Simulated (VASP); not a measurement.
A run of VASP 6.6.1:

File POSCAR:

```
TiOs
1.0
    3.1205309638      0.0000000000      0.0000000000
    0.0000000000      3.1205309638      0.0000000000
    0.0000000000      0.0000000000      3.1205309638
Ti Os
1 1
Direct
    0.5000000000      0.5000000000      0.5000000000
    0.0000000000      0.0000000000      0.0000000000
```

File INCAR.step1:

```
PREC = Accurate
ENCUT = 520
ISMEAR = -1
SIGMA = 0.05
LREAL = False
LASPH = True
NELM = 60
NBANDS = 17
GGA = PE
ALGO = Normal
EDIFF = 1E-4
LWAVE = True
LCHARG = False
```

INCAR.step2

```
PREC = Accurate
ENCUT = 520
EDIFF = 1E-7
ISMEAR = -1
SIGMA = 0.05
LREAL = False
LASPH = True
NELM = 60
ALGO = Normal
ISIF = 2
LWAVE = False
LCHARG = True
METAGGA = R2SCAN
LMIXTAU = True
LELF = True
LVHAR = True
NBANDS = 17
ISTART = 1
```

KPOINTS

```
regular mesh
0
Gamma
  9 9 9
```

Potentials or basis: VASP PAW PBE potentials, release 64 (Ti_sv, Os).

Launch:

```console
$ cat potpaw_PBE.64/Ti_sv/POTCAR potpaw_PBE.64/Os/POTCAR > POTCAR
$ cp INCAR.step1 INCAR
$ mpirun -np 1 vasp_std > vasp.out
$ cp INCAR.step2 INCAR
$ mpirun -np 1 vasp_std > vasp.out
```

Hardware: 1 thread of Intel Xeon 8259CL, with other jobs on the host.

**Question.** How long does it take, and how much memory?

**Answer.** Wall time 98 s on 1 thread of Intel Xeon 8259CL (shared host), peak memory 0.16 GiB. Counts: k points 35.
